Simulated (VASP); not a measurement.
# ZrO2 (Cubic zirconia) (Fm-3m) in VASP: settings compared

Aim: see how the results for ZrO2 (Cubic zirconia) move with the level of theory and the settings. Levels: PBE, r2SCAN. Tasks: single point.

Program: VASP 6.6.1. These are calculated values, not measurements. Logs are shortened: lines on timing, memory, paths and dates and some standing lists are left out, and cuts for length are marked.

## Step 1: The cell of the first run

It takes space group Fm-3m (No. 225, cubic). The conventional cell has a = 4.953 Å, b = 4.953 Å, c = 4.953 Å, α = 90.00°, β = 90.00°, γ = 90.00°. Within 2.8 Å of Zr (site symmetry m-3m) lie 8 O at 2.14 Å. O (site symmetry -43m) has 4 Zr at 2.14 Å and 6 O at 2.48 Å within 2.8 Å.

## Step 2: Single point, PBE (strain -2.7%)

The input, INCAR:

```
PREC = Accurate
ENCUT = 600
EDIFF = 1E-6
ISMEAR = -1
SIGMA = 0.02
LREAL = F
LASPH = T
NELM = 120
ALGO = Normal
ISIF = 2
LWAVE = F
LCHARG = F
GGA = PE
NBANDS = 19
GGA_COMPAT = F
```

The input, KPOINTS:

```
Automatic mesh
0
Gamma
  8 8 8
```

The input, POSCAR:

```
ZrO2
1.0
    0.0000000000      2.4762608249      2.4762608249
    2.4762608249      0.0000000000      2.4762608249
    2.4762608249      2.4762608249      0.0000000000
Zr O
1 2
Direct
    0.0000000000      0.0000000000      0.0000000000
    0.2500000000      0.2500000000      0.2500000000
    0.7500000000      0.7500000000      0.7500000000
```

Potentials or basis: VASP PAW PBE potentials, release 64 (Zr_sv, O).

On the command line:

```bash
> cat potpaw_PBE.64/Zr_sv/POTCAR potpaw_PBE.64/O/POTCAR > POTCAR
> mpirun -np 1 vasp_std > vasp.out
```

OUTCAR:

```text
PREC = Accurate
   ENCUT = 600
   EDIFF = 1E-6
   ISMEAR = -1
   LREAL = F
   LASPH = T
   NELM = 120
   ISIF = 2
   GGA = PE

 ion  position               nearest neighbor table
   1  0.000  0.000  0.000-   3 2.14   3 2.14   2 2.14   2 2.14   3 2.14   2 2.14   3 2.14   2 2.14

   2  0.250  0.250  0.250-   1 2.14   1 2.14   1 2.14   1 2.14
   3  0.750  0.750  0.750-   1 2.14   1 2.14   1 2.14   1 2.14

  LATTYP: Found a face centered cubic cell.
 ALAT       =     4.9525216498

  Lattice vectors:

 A1 = (   0.0000000000,   2.4762608249,   2.4762608249)
 A2 = (   2.4762608249,   0.0000000000,   2.4762608249)
 A3 = (   2.4762608249,   2.4762608249,   0.0000000000)

Analysis of symmetry for initial positions (statically):
=====================================================================
 Subroutine PRICEL returns:
 Original cell was already a primitive cell.

 Routine SETGRP: Setting up the symmetry group for a
 face centered cubic supercell.

 Subroutine GETGRP returns: Found 48 space group operations
 (whereof 48 operations were pure point group operations)
 out of a pool of 48 trial point group operations.

The static configuration has the point symmetry O_h .

Analysis of symmetry for dynamics (positions and initial velocities):
=====================================================================
 Subroutine PRICEL returns:
 Original cell was already a primitive cell.

 Routine SETGRP: Setting up the symmetry group for a
 face centered cubic supercell.

 Subroutine GETGRP returns: Found 48 space group operations
 (whereof 48 operations were pure point group operations)
 out of a pool of 48 trial point group operations.

The dynamic configuration has the point symmetry O_h .

 Subroutine INISYM returns: Found 48 space group operations
 (whereof 48 operations are pure point group operations),
 and found     1 'primitive' translations

----------------------------------------------------------------------------------------

                                     Primitive cell

  volume of cell :      30.3682

  direct lattice vectors                    reciprocal lattice vectors
     0.000000000  2.476260825  2.476260825    -0.201917340  0.201917340  0.201917340
     2.476260825  0.000000000  2.476260825     0.201917340 -0.201917340  0.201917340
     2.476260825  2.476260825  0.000000000     0.201917340  0.201917340 -0.201917340

  length of vectors
     3.501961643  3.501961643  3.501961643     0.349731093  0.349731093  0.349731093

  position of ions in fractional coordinates (direct lattice)
     0.000000000  0.000000000  0.000000000
     0.250000000  0.250000000  0.250000000
     0.750000000  0.750000000  0.750000000

  ion indices of the primitive-cell ions
   primitive index   ion index
                 1           1
                 2           2
                 3           3

----------------------------------------------------------------------------------------

 KPOINTS: Automatic mesh

Automatic generation of k-mesh.
 Grid dimensions read from file:
 generate k-points for:    8    8    8

 Generating k-lattice:

  Cartesian coordinates                     Fractional coordinates (reciprocal lattice)
    -0.025239668  0.025239668  0.025239668     0.125000000  0.000000000  0.000000000
     0.025239668 -0.025239668  0.025239668     0.000000000  0.125000000  0.000000000
     0.025239668  0.025239668 -0.025239668     0.000000000  0.000000000  0.125000000

  Length of vectors
     0.043716387  0.043716387  0.043716387

  Shift w.r.t. Gamma in fractional coordinates (k-lattice)
     0.000000000  0.000000000  0.000000000

 Subroutine IBZKPT returns following result:
 ===========================================

 Found     29 irreducible k-points:

 Following reciprocal coordinates:
            Coordinates               Weight
  0.000000  0.000000  0.000000      1.000000
  0.125000  0.000000  0.000000      8.000000
  0.250000  0.000000  0.000000      8.000000
  0.375000  0.000000  0.000000      8.000000
  0.500000  0.000000  0.000000      4.000000
  0.125000  0.125000  0.000000      6.000000
[... 16 lines left out ...]
  0.500000  0.250000  0.125000     48.000000
 -0.375000  0.250000  0.125000     24.000000
 [... further k-points ...]
   k-points           NKPTS =     29   k-points in BZ     NKDIM =     29   number of bands    NBANDS=     19
   number of dos      NEDOS =    301   number of ions     NIONS =      3
   total plane-waves  NPLWV =  21952
   dimension x,y,z NGX =    28 NGY =   28 NGZ =   28
   dimension x,y,z NGXF=    56 NGYF=   56 NGZF=   56
   ions per type =               1   2
   NGX,Y,Z   is equivalent  to a cutoff of  13.29, 13.29, 13.29 a.u.
   NGXF,Y,Z  is equivalent  to a cutoff of  26.58, 26.58, 26.58 a.u.
 SYSTEM =  unknown system
   PREC   = accura    normal or accurate (medium, high low for compatibility)
   ISTART =      0    job   : 0-new  1-cont  2-samecut
   ICHARG =      2    charge: 1-file 2-atom 10-const
   ISPIN  =      1    spin polarized calculation?
   LNONCOLLINEAR =      F non collinear calculations
   LSORBIT =      F    spin-orbit coupling
   LASPH  =      T    aspherical Exc in radial PAW
   ENCUT  =  600.0 eV  44.10 Ry    6.64 a.u.   6.99  6.99  6.99*2*pi/ulx,y,z
   NELM   =    120;   NELMIN=  2; NELMDL= -5     # of ELM steps
   EDIFF  = 0.1E-05   stopping-criterion for ELM
   LREAL  =      F    real-space projection
   EDIFFG = 0.1E-04   stopping-criterion for IOM
   NSW    =      0    number of steps for IOM
   IBRION =     -1    ionic relax: 0-MD 1-quasi-New 2-CG
   NFREE  =      0    steps in history (QN), initial steepest desc. (CG)
   ISIF   =      2    stress and relaxation
   ISYM   =      2    0-nonsym 1-usesym 2-fastsym
   POTIM  = 0.5000    time-step for ionic-motion
   TEBEG  =    0.0;   TEEND  =   0.0 temperature during run
   PSTRESS=    0.0 pullay stress
   NELECT =      24.0000    total number of electrons
   NUPDOWN=      -1.0000    fix difference up-down
   EMIN   =  10.00;   EMAX   =-10.00  energy-range for DOS
   EFERMI =   0.00;   METHOD = LEGACY
   ISMEAR =    -1;   SIGMA  =   0.02  broadening in eV -4-tet -1-fermi 0-gaus
   EFERMI_NEDOS =   21; number of points for ismear=-14 and -15
   IALGO  =     38    algorithm
   IMIX   =      4    mixing-type and parameters
     AMIX     =   0.40;   BMIX     =  1.00
     AMIX_MAG =   1.60;   BMIX_MAG =  1.00
  volume/ion in A,a.u.               =      10.12        68.31
  Fermi-wavevector in a.u.,A,eV,Ry     =   1.513581  2.860252 31.169940  2.290926
  Thomas-Fermi vector in A             =   2.623353
   LORBIT       =      0    0 simple, 1 ext, 2 COOP (PROOUT), +10 PAW based schemes
   GGA     = PE    functional components
   LHFCALC =     F    Hartree Fock is set to
   AEXX    =    0.0000 exact exchange contribution
   IVDW    =     0    specifies the selected vdW correction
   LEPSILON=     F    determine dielectric tensor
   LRPA    =     F    only Hartree local field effects (RPA)
 non-spin polarized calculation
  energy-cutoff  :      600.00
  volume of cell :       30.37
 maximum number of plane-waves:      1036
   NGX = 13   NGY = 13   NGZ = 13

 number of electron      24.0000009 magnetization

 Free energy of the ion-electron system (eV)
  ---------------------------------------------------
  ext. energy  EPLUGINS =         0.00000000
  ---------------------------------------------------
  free energy    TOTEN  =       -28.30977932 eV

  energy without entropy =      -28.30977932  energy(sigma->0) =      -28.30977932

 E-fermi :   8.7456     XC(G=0): -12.2312

 val. band max:        8.1819873498   @ k =   0.5000   0.5000   0.0000
 cond. band min:      11.7562230183   @ k =   0.0000   0.0000   0.0000
 fundamental gap:      3.5742356685
 Fermi energy:         8.7456085179

 k-point     1 :       0.0000    0.0000    0.0000
  band No.  band energies     occupation
      1     -39.5251      2.00000
      2     -17.3514      2.00000
      3     -17.3514      2.00000
      4     -17.3514      2.00000
      5     -10.4099      2.00000
      6      -7.5503      2.00000
[... 11 lines left out ...]
     18      18.5824      0.00000
     19      23.2570      0.00000

 k-point     2 :       0.1250    0.0000    0.0000
  band No.  band energies     occupation
      1     -39.5146      2.00000
      2     -17.5191      2.00000
      3     -17.3661      2.00000
      4     -17.3661      2.00000
      5     -10.1328      2.00000
      6      -7.7392      2.00000
[... 11 lines left out ...]
     18      18.3119      0.00000
     19      23.0192      0.00000

 k-point     3 :       0.2500    0.0000    0.0000
  band No.  band energies     occupation
      1     -39.4890      2.00000
      2     -17.8848      2.00000
      3     -17.4012      2.00000
      4     -17.4012      2.00000
      5      -9.5799      2.00000
      6      -8.0322      2.00000
[... 11 lines left out ...]
     18      18.0714      0.00000
     19      22.4557      0.00000

 k-point     4 :       0.3750    0.0000    0.0000
  band No.  band energies     occupation
      1     -39.4633      2.00000
      2     -18.2093      2.00000
      3     -17.4359      2.00000
      4     -17.4359      2.00000
      5      -9.3696      2.00000
      6      -7.9181      2.00000
[... 11 lines left out ...]
     18      18.0760      0.00000
     19      22.7945      0.00000

 k-point     5 :       0.5000    0.0000    0.0000
  band No.  band energies     occupation
      1     -39.4526      2.00000
      2     -18.3343      2.00000
      3     -17.4502      2.00000
      4     -17.4502      2.00000
      5      -9.4019      2.00000
      6      -7.7314      2.00000
[... 11 lines left out ...]
     18      17.5383      0.00000
     19      23.4991      0.00000

 k-point     6 :       0.1250    0.1250    0.0000
  band No.  band energies     occupation
      1     -39.5111      2.00000
      2     -17.5395      2.00000
      3     -17.3883      2.00000
      4     -17.3883      2.00000
      5     -10.0313      2.00000
      6      -7.8101      2.00000
[... 11 lines left out ...]
     18      18.2611      0.00000
     19      23.1101      0.00000

 k-point     7 :       0.2500    0.1250    0.0000
  band No.  band energies     occupation
      1     -39.4906      2.00000
      2     -17.8105      2.00000
      3     -17.4311      2.00000
      4     -17.4287      2.00000
      5      -9.5269      2.00000
      6      -8.1044      2.00000
[... 11 lines left out ...]
     18      18.0686      0.00000
     19      22.9999      0.00000

 k-point     8 :       0.3750    0.1250    0.0000
  band No.  band energies     occupation
      1     -39.4649      2.00000
      2     -18.1133      2.00000
      3     -17.4997      2.00000
      4     -17.4633      2.00000
      5      -9.1653      2.00000
      6      -8.1400      2.00000
[... 256 lines left out ...]
 k-point    20 :      -0.3750    0.3750    0.0000
  band No.  band energies     occupation
      1     -39.4307      2.00000
      2     -18.2062      2.00000
      3     -17.8642      2.00000
      4     -17.5505      2.00000
      5      -8.7029      2.00000
      6      -8.0476      2.00000
[... 11 lines left out ...]
     18      20.9150      0.00000
     19      24.0324      0.00000

 k-point    21 :       0.5000    0.5000    0.0000
  band No.  band energies     occupation
      1     -39.4287      2.00000
      2     -18.4123      2.00000
      3     -17.5985      2.00000
      4     -17.5985      2.00000
      5      -8.9914      2.00000
      6      -7.7693      2.00000
[... 11 lines left out ...]
     18      22.5778      0.00000
     19      22.6966      0.00000

 k-point    22 :       0.3750    0.2500    0.1250
  band No.  band energies     occupation
      1     -39.4700      2.00000
      2     -17.9974      2.00000
      3     -17.5628      2.00000
      4     -17.4478      2.00000
      5      -9.0287      2.00000
      6      -8.3468      2.00000
[... 11 lines left out ...]
     18      18.6831      0.00000
     19      23.4144      0.00000

 k-point    23 :       0.5000    0.2500    0.1250
  band No.  band energies     occupation
      1     -39.4493      2.00000
      2     -18.1485      2.00000
      3     -17.6977      2.00000
      4     -17.4877      2.00000
      5      -8.8165      2.00000
      6      -8.2475      2.00000
[... 11 lines left out ...]
     18      19.3532      0.00000
     19      23.7136      0.00000

 k-point    24 :      -0.3750    0.2500    0.1250
  band No.  band energies     occupation
      1     -39.4406      2.00000
      2     -18.2041      2.00000
      3     -17.7545      2.00000
      4     -17.5071      2.00000
      5      -8.8701      2.00000
      6      -8.0478      2.00000
[... 11 lines left out ...]
     18      19.3356      0.00000
     19      24.0746      0.00000

 [... further k-points ...]
[... 5 lines left out ...]
  --------------------------------------------------------------------------------------
  -------------------------------------------------------------------------------------
  Total        5.3836538      5.3836538      5.3836538      0.0000000      0.0000000     -0.0000000
  in kB      284.0328339    284.0328339    284.0328339      0.0000000      0.0000000     -0.0000000
  external PRESSURE =     284.0328339 kB  Pullay stress =       0.0000000 kB

 VOLUME and BASIS-vectors are now :
 -----------------------------------------------------------------------------
  energy-cutoff  :      600.00
  volume of cell :       30.37
      direct lattice vectors                 reciprocal lattice vectors
     0.000000000  2.476260825  2.476260825    -0.201917340  0.201917340  0.201917340
     2.476260825  0.000000000  2.476260825     0.201917340 -0.201917340  0.201917340
     2.476260825  2.476260825  0.000000000     0.201917340  0.201917340 -0.201917340

 POSITION                                       TOTAL-FORCE (eV/Angst)
 -----------------------------------------------------------------------------------
      0.00000      0.00000      0.00000        -0.000000      0.000000     -0.000000
      1.23813      1.23813      1.23813         0.000000      0.000000      0.000000
      3.71439      3.71439      3.71439        -0.000000     -0.000000     -0.000000
 -----------------------------------------------------------------------------------
    total drift:                                0.000000      0.000000      0.000000

  FREE ENERGIE OF THE ION-ELECTRON SYSTEM (eV)
  ---------------------------------------------------
  free  energy   TOTEN  =       -28.3097793228 eV

  energy  without entropy=      -28.3097793228  energy(sigma->0) =      -28.30977932
```

Wall time 26 s (1 thread of AMD EPYC 7R43 (Zen 3), shared host); peak memory 0.13 GiB.

What came out:

| Property | Result |
| --- | --- |
| Free energy | -28.3098 eV |
| Pressure | 28.4 GPa |
| Band gap on the k mesh | 3.57 eV, indirect (least direct gap 4.10 eV) |

Caveat: the cell differs from its parent crystal (strain -2.7%).

## Step 3: Single point, r2SCAN (strain -2.7%)

POSCAR is that of step 2.

The input, INCAR.step1:

```
PREC = Accurate
ENCUT = 660
ISMEAR = 0
SIGMA = 0.01
LREAL = False
LASPH = True
NELM = 120
NBANDS = 19
GGA = PE
ALGO = Normal
EDIFF = 1E-5
LWAVE = True
LCHARG = False
GGA_COMPAT = False
```

The input, INCAR.step2:

```
PREC = Accurate
ENCUT = 660
EDIFF = 1E-6
ISMEAR = 0
SIGMA = 0.01
LREAL = False
LASPH = True
NELM = 120
ALGO = Normal
ISIF = 2
LWAVE = False
LCHARG = True
METAGGA = R2SCAN
LMIXTAU = True
LELF = True
LVHAR = True
NBANDS = 19
ISTART = 1
GGA_COMPAT = False
```

The input, KPOINTS:

```
regular mesh
0
Gamma
  8 8 8
```

Potentials or basis: VASP PAW PBE potentials, release 64 (Zr_sv, O).

On the command line:

```bash
> cat potpaw_PBE.64/Zr_sv/POTCAR potpaw_PBE.64/O/POTCAR > POTCAR
> cp INCAR.step1 INCAR
> mpirun -np 1 vasp_std > vasp.out
> cp INCAR.step2 INCAR
> mpirun -np 1 vasp_std > vasp.out
```

OUTCAR:

```text
PREC = Accurate
   ENCUT = 660
   EDIFF = 1E-6
   ISMEAR = 0
   LREAL = False
   LASPH = True
   NELM = 120
   ISIF = 2
   METAGGA = R2SCAN
   ISTART = 1

 ion  position               nearest neighbor table
   1  0.000  0.000  0.000-   3 2.14   3 2.14   2 2.14   2 2.14   3 2.14   2 2.14   3 2.14   2 2.14

   2  0.250  0.250  0.250-   1 2.14   1 2.14   1 2.14   1 2.14
   3  0.750  0.750  0.750-   1 2.14   1 2.14   1 2.14   1 2.14

  LATTYP: Found a face centered cubic cell.
 ALAT       =     4.9525216498
[... 197 lines left out ...]
      5     -11.7239      2.00000
      6      -8.8959      2.00000
[... 505 lines left out ...]
      6      -9.3275      2.00000
[... 11 lines left out ...]
     18      19.6374      0.00000
     19      24.9092      0.00000

 [... further k-points ...]
[... 5 lines left out ...]
  --------------------------------------------------------------------------------------
  -------------------------------------------------------------------------------------
  Total        4.7470910      4.7470910      4.7470910      0.0000000      0.0000000      0.0000000
  in kB      250.4488158    250.4488158    250.4488158      0.0000000      0.0000000      0.0000000
  external PRESSURE =     250.4488158 kB  Pullay stress =       0.0000000 kB

 VOLUME and BASIS-vectors are now :
 -----------------------------------------------------------------------------
  energy-cutoff  :      660.00
  volume of cell :       30.37
      direct lattice vectors                 reciprocal lattice vectors
     0.000000000  2.476260825  2.476260825    -0.201917340  0.201917340  0.201917340
     2.476260825  0.000000000  2.476260825     0.201917340 -0.201917340  0.201917340
     2.476260825  2.476260825  0.000000000     0.201917340  0.201917340 -0.201917340

 POSITION                                       TOTAL-FORCE (eV/Angst)
 -----------------------------------------------------------------------------------
      0.00000      0.00000      0.00000         0.000000     -0.000000      0.000000
      1.23813      1.23813      1.23813        -0.000000     -0.000000      0.000000
      3.71439      3.71439      3.71439         0.000000      0.000000     -0.000000
 -----------------------------------------------------------------------------------
    total drift:                                0.000000     -0.000000      0.000000

  FREE ENERGIE OF THE ION-ELECTRON SYSTEM (eV)
  ---------------------------------------------------
  free  energy   TOTEN  =       -45.6682902441 eV

  energy  without entropy=      -45.6682902441  energy(sigma->0) =      -45.66829024
```

OSZICAR.step1:

```text
N       E                     dE             d eps       ncg     rms          rms(c)
DAV:   1     0.212874436514E+03    0.21287E+03   -0.16618E+04  1102   0.158E+03
DAV:   2    -0.238250452458E+02   -0.23670E+03   -0.22975E+03  1321   0.381E+02
DAV:   3    -0.340929867470E+02   -0.10268E+02   -0.10202E+02  1489   0.766E+01
DAV:   4    -0.344713774245E+02   -0.37839E+00   -0.37754E+00  1534   0.108E+01
DAV:   5    -0.344759710959E+02   -0.45937E-02   -0.45935E-02  1339   0.133E+00    0.288E+01
DAV:   6    -0.283432027042E+02    0.61328E+01   -0.21574E+01  1182   0.403E+01    0.103E+01
DAV:   7    -0.283338939095E+02    0.93088E-02   -0.94045E-01  1335   0.748E+00    0.822E+00
DAV:   8    -0.283396934093E+02   -0.57995E-02   -0.35130E-01  1207   0.555E+00    0.399E+00
DAV:   9    -0.283145616512E+02    0.25132E-01   -0.81369E-02  1190   0.239E+00    0.320E-01
DAV:  10    -0.283155362625E+02   -0.97461E-03   -0.62208E-03  1294   0.791E-01    0.475E-01
DAV:  11    -0.283152631062E+02    0.27316E-03   -0.99376E-04  1195   0.339E-01    0.519E-02
DAV:  12    -0.283152873251E+02   -0.24219E-04   -0.53541E-05  1294   0.597E-02    0.825E-02
DAV:  13    -0.283152817327E+02    0.55925E-05   -0.41933E-05  1169   0.596E-02
   1 F= -.28315282E+02 E0= -.28315282E+02  d E =-.357027E-82
```

Wall time 2.2 min (1 thread of AMD EPYC 7R43 (Zen 3), shared host); peak memory 0.15 GiB.

What came out:

```yaml
Free_energy: -45.6683 eV
Pressure: 25.0 GPa
Band_gap_on_the_k_mesh: 4.12 eV, indirect (least direct gap 4.60 eV)
```

Caveat: the cell differs from its parent crystal (strain -2.7%); the PAW data sets were made with another functional, which shifts forces and pressure a little.
